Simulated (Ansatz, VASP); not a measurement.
**NaF in VASP and in Ansatz**

```
Na F
1.0
     0.00000    2.39300    2.32330
     2.39300    0.00000    2.32330
     2.39300    2.39300    0.00000
Na F
1 1
Cartesian
  0.0000 0.0000 0.0000
  2.3930 2.3930 2.3233
```

Change from the starting cell: strain +0.030 along x and y, +0.000 along z, atoms carried along.

Alike in both runs: task single point; functional PBEsol; k mesh 8 × 8 × 8; occupations gaussian, width 0.05 eV; no spin polarisation.

```csv
,VASP,Ansatz
version,VASP 6.6.1,Ansatz 0.2.0
potentials or method,"VASP PAW PBE potentials, release 64 (Na_pv, F), cutoff 520 eV","scalar-relativistic, plane waves, PAW"
valence electrons in the cell,14,16
```

|  | VASP | Ansatz | Ansatz less VASP |
| --- | --- | --- | --- |
| gap on the k mesh at the Fermi level (eV) | 5.83 | 5.84 | +0.018 |
| least direct gap on the mesh (eV) | 5.83 | 5.84 | +0.018 |
| pressure (GPa) | -2.9 | -2.8 | +0.05 |
| traceless stress, the component that is largest in VASP (GPa) | 1.14 | 1.09 | -0.052 |

VASP's potentials were made for PBE, not for PBEsol. The functional is the same, so the differences come from potentials, cutoffs and numerics. VASP's potentials hold 14 valence electrons a cell and Ansatz's 16, so a difference there can come from the potentials and not from the codes.
